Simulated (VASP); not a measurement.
Crystal: As.

```
CELL_PARAMETERS angstrom
5.21034 0.00000 0.00000
0.00000 5.21034 0.00000
0.00000 0.00000 3.17236
ATOMIC_POSITIONS crystal
As 0.79741 0.79741 0.00000
As 0.20259 0.20259 0.00000
As 0.70259 0.29741 0.50000
As 0.29741 0.70259 0.50000
```

```yaml
Program: VASP 6.6.1
Task: relaxation of cell and atoms
Functional: PBE
Potentials_or_basis: VASP PAW PBE potentials, release 64 (As)
Cutoff: 600 eV
k_mesh: 4 × 4 × 6
Occupations: gaussian, width 0.1 eV
Spin: no spin polarisation
```

At the start: pressure -6.9 GPa; volume 21.53 Å³/atom.

Problem. How do energy, volume and symmetry change on relaxing?

Solution. Over 12 steps the energy falls by 60.8 meV/atom and the volume is 19.37 Å³/atom (-10.0 %); space group P4_2/mnm (No. 136, to 0.1 Å) before and after.

The path:
| step | energy change (eV) | largest force (eV/Å) | pressure (GPa) | volume (Å³) |
| --- | --- | --- | --- | --- |
| 1 | 0.0000 | 0.0914 | -6.94 | 86.12 |
| 2 | -0.1967 | 0.1246 | 2.93 | 75.00 |
| 3 | -0.2157 | 0.1165 | 0.25 | 77.30 |
| 4 | -0.2261 | 0.1007 | 0.27 | 77.23 |
| 5 | -0.2283 | 0.0855 | 0.29 | 77.20 |
| 6 | -0.2363 | 0.0505 | 0.29 | 77.13 |
| 7 | -0.2378 | 0.0279 | 0.59 | 76.97 |
| 8 | -0.2424 | 0.0354 | 0.37 | 77.06 |
| 9 | -0.2427 | 0.0329 | 0.42 | 77.04 |
| 10 | -0.2427 | 0.0335 | 0.41 | 77.04 |
| 11 | -0.2430 | 0.0305 | -0.41 | 77.80 |
| 12 | -0.2434 | 0.0319 | -0.06 | 77.47 |

Final structure:
```yaml
crystal:
  lattice:
    - [5.13795, 0.00000, 0.00000]
    - [0.00000, 5.13795, 0.00000]
    - [0.00000, 0.00000, 2.93466]
  atoms:
    - { symbol: As, position: [0.79426, 0.79426, 0.00000] }
    - { symbol: As, position: [0.20574, 0.20574, 0.00000] }
    - { symbol: As, position: [0.70574, 0.29426, 0.50000] }
    - { symbol: As, position: [0.29426, 0.70574, 0.50000] }
```

Caveat: the highest band is partly filled, so the run has too few bands.
